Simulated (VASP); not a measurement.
Here is a VASP 6.6.1 calculation.

File INCAR:

```
ALGO = Normal ; EDIFF = 1E-6
ENCUT = 500 ; GGA = PE
GGA_COMPAT = F ; ISIF = 2
ISMEAR = 0 ; LASPH = T
LCHARG = F ; LREAL = F
LWAVE = F ; NBANDS = 42
NELM = 120 ; PREC = Accurate
SIGMA = 0.1
```

Contents of KPOINTS:

```
k-points
0
Gamma
  8 8 8
```

POSCAR

```
SbMo2
1.0
    5.7473093846      0.0000000000      0.0000000000
    0.0000000000      5.7473093846      0.0000000000
    0.0000000000      0.0000000000      5.7473093846
Sb Mo
2 4
Direct
    0.0000000000      0.0000000000      0.0000000000
    0.5000000000      0.5000000000      0.5000000000
    0.2500000000      0.2500000000      0.2500000000
    0.2500000000      0.7500000000      0.7500000000
    0.7500000000      0.7500000000      0.2500000000
    0.7500000000      0.2500000000      0.7500000000
```

Potentials or basis: VASP PAW PBE potentials, release 64 (Sb, Mo_sv).

Command:

```console
$ cat potpaw_PBE.64/Sb/POTCAR potpaw_PBE.64/Mo_sv/POTCAR > POTCAR
$ mpirun -np 1 vasp_std > vasp.out
```

Task: Estimate the band gap on the k mesh.

Result: Zero (bands 33 and 34 overlap by 0.35 eV).

Task: Estimate the pressure.

Result: -0.1 GPa.

Caveat: spin-orbit coupling is left out, which moves the levels of the heavy elements.
